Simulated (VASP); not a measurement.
Set up this calculation in VASP 6.6.1, as the native input.

* Task: single point
* Functional: r2SCAN
* Potentials or basis: VASP PAW PBE potentials, release 64 (Sb)
* Cutoff: 520 eV
* k mesh: 6 × 6 × 4
* Occupations: fermi-dirac, width 0.05 eV
* Spin: no spin polarisation
* Dipole correction: no
* Further INCAR settings: ALGO = Normal; EDIFF = 1e-06; NBANDS = 18

The system is Sb.

```xyz
4
Lattice="4.5873 0.0000 0.0000 0.0000 4.4793 0.0000 -1.3379 0.0000 6.4481" Properties=species:S:1:pos:R:3 pbc="T T T"
Sb    0.6447    1.1198    4.4084
Sb    3.2761    3.3595    4.9183
Sb   -0.0267    1.1198    1.5298
Sb    2.6047    3.3595    2.0397
```

One way to write it, as run:

POSCAR

```
Sb
1.0
    4.5872818327      0.0000000000      0.0000000000
    0.0000000000      4.4792790402      0.0000000000
   -1.3378962428      0.0000000000      6.4480990254
Sb
4
Direct
    0.3399300000      0.2500000000      0.6836700000
    0.9366380000      0.7500000000      0.7627580000
    0.0633620000      0.2500000000      0.2372420000
    0.6600700000      0.7500000000      0.3163300000
```

INCAR.step1

```
  ALGO = Normal
  EDIFF = 1E-4
  ENCUT = 520
  GGA = PE
  ISMEAR = -1
  LASPH = T
  LCHARG = F
  LREAL = F
  LWAVE = T
  NBANDS = 18
  NELM = 60
  PREC = Accurate
  SIGMA = 0.05
```

INCAR.step2

```
  ALGO = Normal
  EDIFF = 1E-6
  ENCUT = 520
  ISIF = 2
  ISMEAR = -1
  ISTART = 1
  LASPH = T
  LCHARG = T
  LELF = T
  LMIXTAU = T
  LREAL = F
  LVHAR = T
  LWAVE = F
  METAGGA = R2SCAN
  NBANDS = 18
  NELM = 60
  PREC = Accurate
  SIGMA = 0.05
```

KPOINTS

```
k-points
0
Gamma
  6 6 4
```

Potentials or basis: VASP PAW PBE potentials, release 64 (Sb).

The run is started by

```bash
$ cat potpaw_PBE.64/Sb/POTCAR > POTCAR
$ cp INCAR.step1 INCAR
$ mpirun -np 1 vasp_std > vasp.out
$ cp INCAR.step2 INCAR
$ mpirun -np 1 vasp_std > vasp.out
```

Results of the run:

```json
{
  "Pressure": "-2.4 GPa",
  "Largest force": "0.530 eV/Å",
  "Band gap on the k mesh": "zero (band 10 reaches 6.10 eV, above the bottom of band 11 at 5.61 eV)"
}
```

Caveat: the PAW data sets were made with another functional, which shifts forces and pressure a little; spin-orbit coupling is left out, which moves the levels of the heavy elements.

Wall time 2.5 min on 1 thread of Intel(R) Xeon(R) 6975P-C (Granite Rapids), on a shared host, peak memory 0.31 GiB.
